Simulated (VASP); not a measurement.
# Hg (R-3m) in VASP: notebook, part 3 of 3

VASP 6.6.1. The steps go on from the part before.

### Step 5. Single point, PBE

This run uses another cell than the first one, of 24.09 Å³/atom.

INCAR

```
SYSTEM = Hg
PREC = Accurate
ENCUT = 500
EDIFF = 1E-6
ISMEAR = 0
SIGMA = 0.1
LREAL = .False.
LASPH = .True.
NELM = 120
ALGO = Normal
ISIF = 2
LWAVE = .False.
LCHARG = .True.
GGA = PE
LELF = .True.
LVHAR = .True.
NBANDS = 12
GGA_COMPAT = .False.
```

KPOINTS

```
regular mesh
0
Gamma
  8 8 8
  0 0 0
```

POSCAR

```
Hg
1.0
    1.7527657686      1.0119597927      2.2633981081
   -1.7527657686      1.0119597927      2.2633981081
    0.0000000000     -2.0239195753      2.2633981081
Hg
1
Direct
    0.0000000000      0.0000000000      0.0000000000
```

Potentials or basis: VASP PAW PBE potentials, release 64 (Hg).

Launch:

```console
$ cat potpaw_PBE.64/Hg/POTCAR > POTCAR
$ mpirun -np 1 vasp_std > vasp.out
```

OUTCAR:

```text
SYSTEM = Hg
   PREC = Accurate
   ENCUT = 500
   EDIFF = 1E-6
   ISMEAR = 0
   LREAL = .False.
   LASPH = .True.
   NELM = 120
   ISIF = 2
   GGA = PE

 ion  position               nearest neighbor table
   1  0.000  0.000  0.000-

  LATTYP: Found a trigonal (rhomboedric) cell.
 ALAT       =     3.0363170854
 COS(alpha) =     0.3335255345

  Lattice vectors:

 A1 = (   1.7527657686,   1.0119597927,   2.2633981081)
 A2 = (  -1.7527657686,   1.0119597927,   2.2633981081)
 A3 = (   0.0000000000,  -2.0239195753,   2.2633981081)

Analysis of symmetry for initial positions (statically):
=====================================================================
 Subroutine PRICEL returns:
 Original cell was already a primitive cell.

 Routine SETGRP: Setting up the symmetry group for a
 trigonal (rhombohedral) supercell.

 Subroutine GETGRP returns: Found 12 space group operations
 (whereof 12 operations were pure point group operations)
 out of a pool of 12 trial point group operations.

The static configuration has the point symmetry D_3d.

Analysis of symmetry for dynamics (positions and initial velocities):
=====================================================================
 Subroutine PRICEL returns:
 Original cell was already a primitive cell.

 Routine SETGRP: Setting up the symmetry group for a
 trigonal (rhombohedral) supercell.

 Subroutine GETGRP returns: Found 12 space group operations
 (whereof 12 operations were pure point group operations)
 out of a pool of 12 trial point group operations.

The dynamic configuration has the point symmetry D_3d.

 Subroutine INISYM returns: Found 12 space group operations
 (whereof 12 operations are pure point group operations),
 and found     1 'primitive' translations

----------------------------------------------------------------------------------------

                                     Primitive cell

  volume of cell :      24.0879

  direct lattice vectors                    reciprocal lattice vectors
     1.752765769  1.011959793  2.263398108     0.285263444  0.164696926  0.147271190
    -1.752765769  1.011959793  2.263398108    -0.285263444  0.164696926  0.147271190
     0.000000000 -2.023919575  2.263398108     0.000000000 -0.329393852  0.147271191

  length of vectors
     3.036317088  3.036317088  3.036317085     0.360817285  0.360817285  0.360817286

  position of ions in fractional coordinates (direct lattice)
     0.000000000  0.000000000  0.000000000

  ion indices of the primitive-cell ions
   primitive index   ion index
                 1           1

----------------------------------------------------------------------------------------

 KPOINTS: regular mesh

Automatic generation of k-mesh.
 Grid dimensions read from file:
 generate k-points for:    8    8    8

 Generating k-lattice:

  Cartesian coordinates                     Fractional coordinates (reciprocal lattice)
     0.035657931  0.020587116  0.018408899     0.125000000  0.000000000  0.000000000
    -0.035657931  0.020587116  0.018408899     0.000000000  0.125000000  0.000000000
     0.000000000 -0.041174232  0.018408899     0.000000000  0.000000000  0.125000000

  Length of vectors
     0.045102161  0.045102161  0.045102161

  Shift w.r.t. Gamma in fractional coordinates (k-lattice)
     0.000000000  0.000000000  0.000000000

 Subroutine IBZKPT returns following result:
 ===========================================

 Found     65 irreducible k-points:

 Following reciprocal coordinates:
            Coordinates               Weight
  0.000000  0.000000  0.000000      1.000000
  0.125000  0.000000  0.000000      6.000000
  0.250000  0.000000  0.000000      6.000000
  0.375000 -0.000000  0.000000      6.000000
  0.500000  0.000000  0.000000      3.000000
  0.125000  0.125000  0.000000      6.000000
[... 16 lines left out ...]
  0.250000  0.125000  0.125000      6.000000
  0.375000  0.125000  0.125000      6.000000
 [... further k-points ...]
   k-points           NKPTS =     65   k-points in BZ     NKDIM =     65   number of bands    NBANDS=     12
   number of dos      NEDOS =    301   number of ions     NIONS =      1
   total plane-waves  NPLWV =  13824
   dimension x,y,z NGX =    24 NGY =   24 NGZ =   24
   dimension x,y,z NGXF=    48 NGYF=   48 NGZF=   48
   ions per type =               1
   NGX,Y,Z   is equivalent  to a cutoff of  13.14, 13.14, 13.14 a.u.
   NGXF,Y,Z  is equivalent  to a cutoff of  26.28, 26.28, 26.28 a.u.
 SYSTEM =  Hg
   PREC   = accura    normal or accurate (medium, high low for compatibility)
   ISTART =      0    job   : 0-new  1-cont  2-samecut
   ICHARG =      2    charge: 1-file 2-atom 10-const
   ISPIN  =      1    spin polarized calculation?
   LNONCOLLINEAR =      F non collinear calculations
   LSORBIT =      F    spin-orbit coupling
   LASPH  =      T    aspherical Exc in radial PAW
   ENCUT  =  500.0 eV  36.75 Ry    6.06 a.u.   5.54  5.54  5.54*2*pi/ulx,y,z
   NELM   =    120;   NELMIN=  2; NELMDL= -5     # of ELM steps
   EDIFF  = 0.1E-05   stopping-criterion for ELM
   LREAL  =      F    real-space projection
   EDIFFG = 0.1E-04   stopping-criterion for IOM
   NSW    =      0    number of steps for IOM
   IBRION =     -1    ionic relax: 0-MD 1-quasi-New 2-CG
   NFREE  =      0    steps in history (QN), initial steepest desc. (CG)
   ISIF   =      2    stress and relaxation
   ISYM   =      2    0-nonsym 1-usesym 2-fastsym
   POTIM  = 0.5000    time-step for ionic-motion
   TEBEG  =    0.0;   TEEND  =   0.0 temperature during run
   PSTRESS=    0.0 pullay stress
   NELECT =      12.0000    total number of electrons
   NUPDOWN=      -1.0000    fix difference up-down
   EMIN   =  10.00;   EMAX   =-10.00  energy-range for DOS
   EFERMI =   0.00;   METHOD = LEGACY
   ISMEAR =     0;   SIGMA  =   0.10  broadening in eV -4-tet -1-fermi 0-gaus
   EFERMI_NEDOS =   21; number of points for ismear=-14 and -15
   IALGO  =     38    algorithm
   IMIX   =      4    mixing-type and parameters
     AMIX     =   0.40;   BMIX     =  1.00
     AMIX_MAG =   1.60;   BMIX_MAG =  1.00
  volume/ion in A,a.u.               =      24.09       162.55
  Fermi-wavevector in a.u.,A,eV,Ry     =   1.297783  2.452455 22.915492  1.684241
  Thomas-Fermi vector in A             =   2.429154
   LORBIT       =      0    0 simple, 1 ext, 2 COOP (PROOUT), +10 PAW based schemes
   GGA     = PE    functional components
   LHFCALC =     F    Hartree Fock is set to
   AEXX    =    0.0000 exact exchange contribution
   IVDW    =     0    specifies the selected vdW correction
   LEPSILON=     F    determine dielectric tensor
   LRPA    =     F    only Hartree local field effects (RPA)
 non-spin polarized calculation
 Gauss-broadening in eV      SIGMA  =   0.10
  energy-cutoff  :      500.00
  volume of cell :       24.09
 maximum number of plane-waves:       634
 NGX is ok and might be reduce to    24
   NGX = 11   NGY = 11   NGZ = 11

 number of electron      12.0000001 magnetization

 Free energy of the ion-electron system (eV)
  ---------------------------------------------------
  ext. energy  EPLUGINS =         0.00000000
  ---------------------------------------------------
  free energy    TOTEN  =        -0.11751416 eV

  energy without entropy =       -0.11532007  energy(sigma->0) =       -0.11641712

 E-fermi :   2.5919     XC(G=0): -10.7218

 val. band max:        2.5845607650   @ k =   0.5000   0.5000   0.0000
 cond. band min:       2.5951960724   @ k =   0.5000   0.1250   0.1250
 fundamental gap:      0.0106353075
 Fermi energy:         2.5918553126

 k-point     1 :       0.0000    0.0000    0.0000
  band No.  band energies     occupation
      1      -6.3699      2.00000
      2      -4.9752      2.00000
      3      -4.9752      2.00000
      4      -3.7561      2.00000
      5      -3.6028      2.00000
      6      -3.6028      2.00000
      7      14.7501      0.00000
      8      15.0370      0.00000
      9      15.0370      0.00000
     10      19.4275      0.00000
     11      20.6537      0.00000
     12      20.6537      0.00000
[... 331 lines left out ...]
 k-point    24 :       0.3750    0.1250    0.1250
  band No.  band energies     occupation
      1      -5.0828      2.00000
      2      -4.6983      2.00000
      3      -4.0649      2.00000
      4      -3.9374      2.00000
      5      -3.8519      2.00000
      6      -2.4620      2.00000
      7       6.2787      0.00000
      8      15.8809      0.00000
      9      16.2577      0.00000
     10      17.1754      0.00000
     11      18.4662      0.00000
     12      19.7770      0.00000

 [... further k-points ...]

------------------------ aborting loop because EDIFF is reached ----------------------------------------

  FORCE on cell =-STRESS in cart. coord.  units (eV):
  Direction    XX          YY          ZZ          XY          YZ          ZX
  --------------------------------------------------------------------------------------
  -------------------------------------------------------------------------------------
  Total        0.7268711      0.7268711      0.6159305      0.0000000      0.0000000      0.0000000
  in kB       48.3469042     48.3469043     40.9678292      0.0000000      0.0000001      0.0000000
  external PRESSURE =      45.8872126 kB  Pullay stress =       0.0000000 kB

 VOLUME and BASIS-vectors are now :
 -----------------------------------------------------------------------------
  energy-cutoff  :      500.00
  volume of cell :       24.09
      direct lattice vectors                 reciprocal lattice vectors
     1.752765769  1.011959793  2.263398108     0.285263444  0.164696926  0.147271190
    -1.752765769  1.011959793  2.263398108    -0.285263444  0.164696926  0.147271190
     0.000000000 -2.023919575  2.263398108     0.000000000 -0.329393852  0.147271191

 POSITION                                       TOTAL-FORCE (eV/Angst)
 -----------------------------------------------------------------------------------
      0.00000      0.00000      0.00000         0.000000      0.000000      0.000000
 -----------------------------------------------------------------------------------
    total drift:                                0.000000      0.000000      0.000000

  FREE ENERGIE OF THE ION-ELECTRON SYSTEM (eV)
  ---------------------------------------------------
  free  energy   TOTEN  =        -0.1175141585 eV

  energy  without entropy=       -0.1153200724  energy(sigma->0) =       -0.11641712
```

OSZICAR:

```text
N       E                     dE             d eps       ncg     rms          rms(c)
DAV:   1     0.725566976256E+02    0.72557E+02   -0.65567E+03  1648   0.936E+02
DAV:   2     0.108542233974E+01   -0.71471E+02   -0.67204E+02  1700   0.225E+02
DAV:   3    -0.151190293480E+00   -0.12366E+01   -0.12360E+01  1852   0.331E+01
DAV:   4    -0.152399942472E+00   -0.12096E-02   -0.12096E-02  1736   0.108E+00
DAV:   5    -0.152401711999E+00   -0.17695E-05   -0.17697E-05  1868   0.391E-02    0.373E+00
DAV:   6    -0.119576755185E+00    0.32825E-01   -0.82679E-02  1820   0.330E+00    0.277E+00
DAV:   7    -0.117447834889E+00    0.21289E-02   -0.12090E-02  1824   0.112E+00    0.118E+00
DAV:   8    -0.117484872580E+00   -0.37038E-04   -0.12756E-03  1652   0.446E-01    0.490E-02
DAV:   9    -0.117504792540E+00   -0.19920E-04   -0.87954E-06  1848   0.303E-02    0.169E-02
DAV:  10    -0.117514215861E+00   -0.94233E-05   -0.86931E-06  1628   0.288E-02    0.131E-03
DAV:  11    -0.117514158484E+00    0.57376E-07   -0.58410E-08   892   0.208E-03
   1 F= -.11751416E+00 E0= -.11641712E+00  d E =-.219409E-02
```

It took 11 s on 1 thread of AMD EPYC 7R43 (Zen 3), shared host; peak memory 0.11 GiB.

What came out:

| Item | Value |
| --- | --- |
| Free energy | -0.1175 eV |
| Pressure | 4.6 GPa |
| Band gap on the k mesh | zero (bands 6 and 7 overlap by 3.05 eV) |

Caveat: the cell stands under pressure; spin-orbit coupling is left out, which moves the levels of the heavy elements.

### Step 6. Single point, PBE

This run uses another cell than the first one, of 24.78 Å³/atom.

INCAR

```
PREC = Accurate
ENCUT = 500
EDIFF = 1E-6
ISMEAR = 0
SIGMA = 0.1
LREAL = False
LASPH = True
NELM = 120
ALGO = Normal
ISIF = 2
LWAVE = False
LCHARG = True
GGA = PE
LELF = True
LVHAR = True
NBANDS = 12
GGA_COMPAT = False
```

KPOINTS

```
Automatic mesh
0
Gamma
  8 8 8
```

POSCAR

```
Hg
1.0
    1.7694597807      1.0215980851      2.2849555780
   -1.7694597807      1.0215980851      2.2849555780
    0.0000000000     -2.0431961599      2.2849555780
Hg
1
Direct
    0.0000000000      0.0000000000      0.0000000000
```

Potentials or basis: VASP PAW PBE potentials, release 64 (Hg).

Launch:

```console
$ cat potpaw_PBE.64/Hg/POTCAR > POTCAR
$ mpirun -np 1 vasp_std > vasp.out
```

OUTCAR:

```text
PREC = Accurate
   ENCUT = 500
   EDIFF = 1E-6
   ISMEAR = 0
   LREAL = False
   LASPH = True
   NELM = 120
   ISIF = 2
   GGA = PE

 ion  position               nearest neighbor table
   1  0.000  0.000  0.000-

  LATTYP: Found a trigonal (rhomboedric) cell.
 ALAT       =     3.0652361314
 COS(alpha) =     0.3335255345

  Lattice vectors:

 A1 = (   1.7694597807,   1.0215980851,   2.2849555780)
 A2 = (  -1.7694597807,   1.0215980851,   2.2849555780)
 A3 = (   0.0000000000,  -2.0431961599,   2.2849555780)

Analysis of symmetry for initial positions (statically):
=====================================================================
 Subroutine PRICEL returns:
 Original cell was already a primitive cell.

 Routine SETGRP: Setting up the symmetry group for a
 trigonal (rhombohedral) supercell.

 Subroutine GETGRP returns: Found 12 space group operations
 (whereof 12 operations were pure point group operations)
 out of a pool of 12 trial point group operations.

The static configuration has the point symmetry D_3d.

[... 167 lines left out ...]
  band No.  band energies     occupation
      1      -6.3639      2.00000
      2      -5.0748      2.00000
      3      -5.0748      2.00000
      4      -3.9195      2.00000
      5      -3.7775      2.00000
      6      -3.7775      2.00000
      7      14.4332      0.00000
      8      14.6069      0.00000
      9      14.6069      0.00000
     10      18.9024      0.00000
     11      20.1144      0.00000
     12      20.1144      0.00000
[... 331 lines left out ...]
 k-point    24 :       0.3750    0.1250    0.1250
  band No.  band energies     occupation
      1      -5.1571      2.00000
      2      -4.8118      2.00000
      3      -4.1871      2.00000
      4      -4.0922      2.00000
      5      -4.0086      2.00000
      6      -2.6240      2.00000
      7       5.9862      0.00000
      8      15.4178      0.00000
      9      15.7457      0.00000
     10      16.7906      0.00000
     11      18.0660      0.00000
     12      19.3105      0.00000

 [... further k-points ...]

------------------------ aborting loop because EDIFF is reached ----------------------------------------

  FORCE on cell =-STRESS in cart. coord.  units (eV):
  Direction    XX          YY          ZZ          XY          YZ          ZX
  --------------------------------------------------------------------------------------
  -------------------------------------------------------------------------------------
  Total        0.5767220      0.5767220      0.4454124      0.0000000      0.0000000      0.0000000
  in kB       37.2844114     37.2844114     28.7953974      0.0000000      0.0000000      0.0000000
  external PRESSURE =      34.4547401 kB  Pullay stress =       0.0000000 kB

 VOLUME and BASIS-vectors are now :
 -----------------------------------------------------------------------------
  energy-cutoff  :      500.00
  volume of cell :       24.78
      direct lattice vectors                 reciprocal lattice vectors
     1.769459781  1.021598085  2.284955578     0.282572119  0.163143089  0.145881756
    -1.769459781  1.021598085  2.284955578    -0.282572119  0.163143089  0.145881756
     0.000000000 -2.043196160  2.284955578     0.000000000 -0.326286178  0.145881757

 POSITION                                       TOTAL-FORCE (eV/Angst)
 -----------------------------------------------------------------------------------
      0.00000      0.00000      0.00000        -0.000000     -0.000000      0.000000
 -----------------------------------------------------------------------------------
    total drift:                                0.000000      0.000000     -0.000000

  FREE ENERGIE OF THE ION-ELECTRON SYSTEM (eV)
  ---------------------------------------------------
  free  energy   TOTEN  =        -0.1352508217 eV

  energy  without entropy=       -0.1335984857  energy(sigma->0) =       -0.13442465
```

Wall time 11 s (1 thread of AMD EPYC 7R43 (Zen 3), shared host); peak memory 0.11 GiB.

What came out:

```yaml
Free_energy: -0.1353 eV
Pressure: 3.4 GPa
Band_gap_on_the_k_mesh: zero (bands 6 and 7 overlap by 2.80 eV)
```

Levels at points of the mesh, in eV from the Fermi level:
| k point | band 3 | band 4 | band 5 | band 6 | band 7 | band 8 | band 9 | band 10 |
| --- | --- | --- | --- | --- | --- | --- | --- | --- |
| (0.00, 0.00, 0.00) | -7.45 | -6.29 | -6.15 | -6.15 | 12.06 | 12.23 | 12.23 | 16.53 |
| (0.50, 0.00, 0.00) | -6.31 | -6.20 | -5.85 | -2.27 | -1.69 | 12.15 | 12.24 | 16.80 |
| (0.50, 0.50, 0.00) | -6.08 | -5.90 | -5.44 | 0.07 | 0.53 | 4.71 | 9.76 | 9.76 |
| (0.50, 0.50, 0.50) | -7.09 | -5.53 | -5.53 | 0.02 | 1.04 | 9.06 | 9.06 | 11.05 |

Caveat: the cell stands under pressure; spin-orbit coupling is left out, which moves the levels of the heavy elements.

### Step 7. Overview

```csv
cell,gap on the mesh (eV),pressure (GPa)
"a = 2.946 Å, angles 70.5°, 1 atom",none,10.4
"a = 2.977 Å, angles 70.5°, 1 atom",none,7.9
"a = 3.007 Å, angles 70.5°, 1 atom",none,6.0
"a = 3.036 Å, angles 70.5°, 1 atom",none,4.6
"a = 3.065 Å, angles 70.5°, 1 atom",none,3.4
```

Alike in all rows: task single point; level PBE; potentials or basis VASP PAW PBE potentials, release 64 (Hg); no spin polarisation; k mesh 8 × 8 × 8; cutoff (eV) 500; smearing gaussian 0.1 eV.

Caveats: the cell stands under pressure; spin-orbit coupling is left out, which moves the levels of the heavy elements.

Total energies depend on the potentials used, so only differences within one code and one set of settings carry meaning.
